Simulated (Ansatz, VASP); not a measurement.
# WC in VASP and in Ansatz

```
W C
1.0
     2.90050    0.00000    0.00000
    -1.45025    2.51191    0.00000
     0.00000    0.00000    2.82900
W C
1 1
Direct
  0.11536 0.08445 0.94698
  0.66667 0.33333 0.50000
```

Alike in both runs: task single point; functional PBEsol; k mesh 18 × 18 × 16; occupations methfessel-paxton of order 1, width 0.2 eV; no spin polarisation.

|  | VASP | Ansatz |
| --- | --- | --- |
| version | VASP 6.6.1 | Ansatz 0.2.0 |
| potentials or method | VASP PAW PBE potentials, release 64 (W_sv, C), cutoff 520 eV | scalar-relativistic, plane waves, PAW |
| valence electrons in the cell | 18 | 18 |

```csv
,VASP,Ansatz,Ansatz less VASP
gap on the k mesh at the Fermi level (eV),none,none,-
pressure (GPa),22.1,20.7,-1.47
"traceless stress, the component that is largest in VASP (GPa)",-20.17,-19.98,+0.196
rms of the force components (eV/Å),3.722,3.686,-0.0367
```

VASP's potentials were made for PBE, not for PBEsol. Atom by atom the forces differ by 0.037 eV/Å (rms over components). A gap of «none» marks a metal or a gap that the smearing closes. The functional is the same, so the differences come from potentials, cutoffs and numerics.

Spin-orbit coupling is off throughout.
